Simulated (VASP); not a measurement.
# AlNi (Cmmm) in VASP: relaxation of cell and atoms with LDA

Aim: the relaxation of cell and atoms of AlNi with LDA.

All numbers are computed with VASP 6.6.1; they aren't measurements. Logs are shortened: lines on timing, memory, paths and dates and some standing lists are left out, and cuts for length are marked.

## (1) The cell of the first run

It takes space group Cmmm (No. 65, orthorhombic). The conventional cell has a = 3.877 Å, b = 3.906 Å, c = 3.099 Å, α = 90.00°, β = 90.00°, γ = 90.00°. Within 3.3 Å of Al (site symmetry mmm) lie 8 Ni at 2.48 to 2.49 Å and 6 Al at 2.75 to 3.10 Å. Within 3.3 Å of Ni (site symmetry mmm) lie 8 Al at 2.48 to 2.49 Å and 6 Ni at 2.75 to 3.10 Å.

## (2) Relaxation of cell and atoms, LDA

Contents of INCAR:

```
PREC     = Accurate       # precision mode
ENCUT    = 600            # plane-wave cutoff, eV
EDIFF    = 1E-7           # SCF threshold, eV
ISMEAR   = 0              # smearing method
SIGMA    = 0.1            # smearing width, eV
LREAL    = False          # projectors in reciprocal space
LASPH    = True           # aspherical terms in the spheres
NELM     = 60             # most SCF steps
ALGO     = Fast           # electronic algorithm
ISIF     = 3              # what is computed and relaxed
LWAVE    = False          # write WAVECAR
LCHARG   = False          # write CHGCAR
IBRION   = 2              # ionic algorithm
NSW      = 100            # ionic steps
EDIFFG   = -0.005         # ionic threshold
```

Contents of KPOINTS:

```
Automatic mesh
0
Gamma
  16 16 14
```

Contents of POSCAR:

```
AlNi
1.0
    1.9386940000     -1.9531901500      0.0000000000
    1.9386940000      1.9531901500      0.0000000000
    0.0000000000      0.0000000000      3.0994300413
Al Ni
1 1
Direct
    0.0000000000      0.0000000000      0.0000000000
    0.5000000000      0.5000000000      0.5000000000
```

Potentials or basis: VASP PAW LDA potentials, release 64 (Al, Ni).

Started as:

```bash
$ cat potpaw_LDA.64/Al/POTCAR potpaw_LDA.64/Ni/POTCAR > POTCAR
$ mpirun -np 1 vasp_std > vasp.out
```

OUTCAR:

```text
PREC = Accurate
   ENCUT = 600
   EDIFF = 1E-7
   ISMEAR = 0
   LREAL = False
   LASPH = True
   NELM = 60
   ISIF = 3
   IBRION = 2
   NSW = 100
   EDIFFG = -0.005

 ion  position               nearest neighbor table
   1  0.000  0.000  0.000-   2 2.48   2 2.48   2 2.48   2 2.48   2 2.49   2 2.49   2 2.49   2 2.49

   2  0.500  0.500  0.500-   1 2.48   1 2.48   1 2.48   1 2.48   1 2.49   1 2.49   1 2.49   1 2.49

  LATTYP: Found a base centered orthorhombic cell.
 ALAT       =     3.8773880000
 B/A-ratio  =     1.0074772759
 C/A-ratio  =     0.7993603017

  Lattice vectors:

 A1 = (   1.9386940000,  -1.9531901500,   0.0000000000)
 A2 = (   1.9386940000,   1.9531901500,   0.0000000000)
 A3 = (   0.0000000000,   0.0000000000,   3.0994300413)

Analysis of symmetry for initial positions (statically):
=====================================================================
 Subroutine PRICEL returns:
 Original cell was already a primitive cell.

 Routine SETGRP: Setting up the symmetry group for a
 base centered orthorhombic supercell.

 Subroutine GETGRP returns: Found  8 space group operations
 (whereof  8 operations were pure point group operations)
 out of a pool of  8 trial point group operations.

The static configuration has the point symmetry D_2h.

Analysis of symmetry for dynamics (positions and initial velocities):
=====================================================================
 Subroutine PRICEL returns:
 Original cell was already a primitive cell.

 Routine SETGRP: Setting up the symmetry group for a
 base centered orthorhombic supercell.

 Subroutine GETGRP returns: Found  8 space group operations
 (whereof  8 operations were pure point group operations)
 out of a pool of  8 trial point group operations.

The dynamic configuration has the point symmetry D_2h.

 Subroutine INISYM returns: Found  8 space group operations
 (whereof  8 operations are pure point group operations),
 and found     1 'primitive' translations

----------------------------------------------------------------------------------------

                                     Primitive cell

  volume of cell :      23.4728

  direct lattice vectors                    reciprocal lattice vectors
     1.938694000 -1.953190150  0.000000000     0.257905580 -0.255991461  0.000000000
     1.938694000  1.953190150  0.000000000     0.257905580  0.255991461  0.000000000
     0.000000000  0.000000000  3.099430041     0.000000000  0.000000000  0.322639965

  length of vectors
     2.751996764  2.751996764  3.099430041     0.363382603  0.363382603  0.322639965

  position of ions in fractional coordinates (direct lattice)
[... 110 lines left out ...]
 conjugate gradient relaxation of ions
 non-spin polarized calculation
 RMM-DIIS sequential band-by-band and
 Gauss-broadening in eV      SIGMA  =   0.10
  energy-cutoff  :      600.00
  volume of cell :       23.47
 maximum number of plane-waves:       805
 NGX is ok and might be reduce to    24
   NGX = 11   NGY = 11   NGZ = 13

--------------------------------------- Ionic step        1  -------------------------------------------

 number of electron      13.0000001 magnetization

 Free energy of the ion-electron system (eV)
  ---------------------------------------------------
  ext. energy  EPLUGINS =         0.00000000
  ---------------------------------------------------
  free energy    TOTEN  =       -12.14180353 eV

  energy without entropy =      -12.13681935  energy(sigma->0) =      -12.13931144

------------------------ aborting loop because EDIFF is reached ----------------------------------------

  FORCE on cell =-STRESS in cart. coord.  units (eV):
  Direction    XX          YY          ZZ          XY          YZ          ZX
  --------------------------------------------------------------------------------------
  -------------------------------------------------------------------------------------
  Total       -0.2748535     -0.4860768     -1.3922070      0.0000000      0.0000000      0.0000000
  in kB      -18.7605772    -33.1779756    -95.0273851      0.0000000      0.0000000      0.0000000
  external PRESSURE =     -48.9886460 kB  Pullay stress =       0.0000000 kB
[... 89 lines left out ...]
  FREE ENERGIE OF THE ION-ELECTRON SYSTEM (eV)
  ---------------------------------------------------
  free  energy   TOTEN  =       -12.1626184514 eV

  energy  without entropy=      -12.1578488318  energy(sigma->0) =      -12.16023364

[... ionic steps 4 to 8 ...]

--------------------------------------- Ionic step        9  -------------------------------------------

 number of electron      12.9999999 magnetization

------------------------ aborting loop because EDIFF is reached ----------------------------------------
[... 67 lines left out ...]
--------------------------------------- Ionic step       11  -------------------------------------------

 number of electron      12.9999999 magnetization

 Free energy of the ion-electron system (eV)
  ---------------------------------------------------
  ext. energy  EPLUGINS =         0.00000000
  ---------------------------------------------------
  free energy    TOTEN  =       -12.19904933 eV

  energy without entropy =      -12.19567173  energy(sigma->0) =      -12.19736053

 E-fermi :  10.4091     XC(G=0): -12.5431

 val. band max:       10.3894190582   @ k =  -0.2500   0.0625   0.3571
 cond. band min:      10.4241490868   @ k =  -0.4375   0.3125   0.5000
 fundamental gap:      0.0347300286
 Fermi energy:        10.4090505622

 k-point     1 :       0.0000    0.0000    0.0000
  band No.  band energies     occupation
      1      -1.0296      2.00000
      2       6.9297      2.00000
      3       6.9312      2.00000
      4       8.7475      2.00000
      5       8.7475      2.00000
      6       8.7597      2.00000
      7      15.9895      0.00000
      8      16.1554      0.00000
      9      16.1555      0.00000
     10      18.7832      0.00000
[... 287 lines left out ...]
 k-point    24 :      -0.0625    0.0625    0.0000
  band No.  band energies     occupation
      1      -0.8804      2.00000
      2       6.9377      2.00000
      3       6.9551      2.00000
      4       8.6908      2.00000
      5       8.7086      2.00000
      6       8.7255      2.00000
      7      15.2673      0.00000
      8      15.6132      0.00000
      9      16.1877      0.00000
     10      19.1590      0.00000

 [... further k-points ...]
[... 5 lines left out ...]
  --------------------------------------------------------------------------------------
  -------------------------------------------------------------------------------------
  Total        0.0066492      0.0056942      0.0000789     -0.0000000      0.0000000      0.0000000
  in kB        0.4681068      0.4008732      0.0055545     -0.0000000      0.0000000      0.0000000
  external PRESSURE =       0.2915115 kB  Pullay stress =       0.0000000 kB
[... 17 lines left out ...]
  FREE ENERGIE OF THE ION-ELECTRON SYSTEM (eV)
  ---------------------------------------------------
  free  energy   TOTEN  =       -12.1990493299 eV

  energy  without entropy=      -12.1956717310  energy(sigma->0) =      -12.19736053

 reached required accuracy - stopping structural energy minimisation
```

OSZICAR:

```text
N       E                     dE             d eps       ncg     rms          rms(c)
DAV:   1     0.413777375363E+02    0.41378E+02   -0.63308E+03 11736   0.155E+03
DAV:   2    -0.122166700370E+02   -0.53594E+02   -0.50831E+02 11724   0.217E+02
DAV:   3    -0.135933645186E+02   -0.13767E+01   -0.13574E+01 13712   0.447E+01
[... 128 lines left out ...]
RMM:   3    -0.121990703191E+02    0.41346E-03   -0.98969E-04 11680   0.602E-01    0.388E-02
RMM:   4    -0.121990498056E+02    0.20513E-04   -0.33077E-05 11681   0.751E-02    0.100E-02
RMM:   5    -0.121990491552E+02    0.65046E-06   -0.90906E-06 11685   0.468E-02    0.219E-03
RMM:   6    -0.121990493225E+02   -0.16735E-06   -0.14651E-06 11672   0.175E-02    0.204E-03
RMM:   7    -0.121990493299E+02   -0.74049E-08   -0.53448E-07 10740   0.106E-02
  11 F= -.12199049E+02 E0= -.12197361E+02  d E =-.173387E-03
```

Wall time 25 min (1 thread of Intel Xeon 8259CL, shared host); peak memory 0.35 GiB.

What came out:

```
Free energy                            : -12.1990 eV
Relaxed volume                         : 11.38 Å³/atom
Relaxed cell                           : a = 2.830 Å, b = 2.830 Å, c = 2.842 Å, α = 90.00°, β = 90.00°, γ = 90.00°
Space group after relaxing (to 0.05 Å) : Pm-3m (No. 221)
Energy gained by relaxing              : 28.6 meV/atom
Ionic steps                            : 11
Pressure after relaxing                : 0.0 GPa
```

The path:
| step | energy change (eV) | largest force (eV/Å) | pressure (GPa) | volume (Å³) |
| --- | --- | --- | --- | --- |
| 1 | 0.0000 | 0.0000 | -4.90 | 23.47 |
| 2 | -0.0185 | 0.0000 | 4.68 | 22.27 |
| 3 | -0.0208 | 0.0000 | 2.12 | 22.56 |
| 4 | -0.0377 | 0.0000 | 1.63 | 22.60 |
| 5 | -0.0523 | 0.0000 | 1.30 | 22.63 |
| 6 | -0.0559 | 0.0000 | 1.18 | 22.63 |
| 7 | -0.0559 | 0.0000 | 1.05 | 22.63 |
| 8 | -0.0561 | 0.0000 | -1.65 | 22.97 |
| 9 | -0.0571 | 0.0000 | -0.35 | 22.81 |
| 10 | -0.0572 | 0.0000 | 0.25 | 22.74 |
| 11 | -0.0572 | 0.0000 | 0.03 | 22.76 |

Final structure:
```xyz
2
Lattice="2.0008 -2.0008 0.0000 2.0008 2.0008 0.0000 0.0000 0.0000 2.8424" Properties=species:S:1:pos:R:3 pbc="T T T"
Al    0.0000    0.0000    0.0000
Ni    2.0008    0.0000    1.4212
```
